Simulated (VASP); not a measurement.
Here is a VASP 6.6.1 calculation.

Contents of INCAR:

```
SYSTEM = BaS
PREC = Accurate
ENCUT = 500
EDIFF = 1E-6
ISMEAR = -1
SIGMA = 0.02
LREAL = .FALSE.
LASPH = .TRUE.
NELM = 120
ALGO = Normal
ISIF = 2
LWAVE = .FALSE.
LCHARG = .FALSE.
GGA = PE
NBANDS = 15
GGA_COMPAT = .FALSE.
```

KPOINTS

```
regular mesh
0
G
  6 6 6
  0 0 0
```

Contents of POSCAR:

```
BaS
1.0
    3.8337582573     -0.0741832223      0.0000000000
   -0.0741832223      3.8337582573      0.0000000000
    0.0000000000      0.0000000000      3.8337582573
Ba S
1 1
Direct
    0.0000000000      0.0000000000      0.0000000000
    0.5000000000      0.5000000000      0.5000000000
```

Potentials or basis: VASP PAW PBE potentials, release 64 (Ba_sv, S).

Launch:

```bash
$ cat potpaw_PBE.64/Ba_sv/POTCAR potpaw_PBE.64/S/POTCAR > POTCAR
$ mpirun -np 1 vasp_std > vasp.out
```

Estimate the pressure.

1.3 GPa.

Predict the band gap on the k mesh.

1.43 eV (least direct gap 1.54 eV).

Stress tensor (GPa, compression positive):
```
1.28 0.46 0.00
0.46 1.28 0.00
0.00 0.00 1.31
```

Caveat: the cell differs from its parent crystal (shear xy strain -3.9%); spin-orbit coupling is left out, which moves the levels of the heavy elements. A k mesh can miss the band edges.
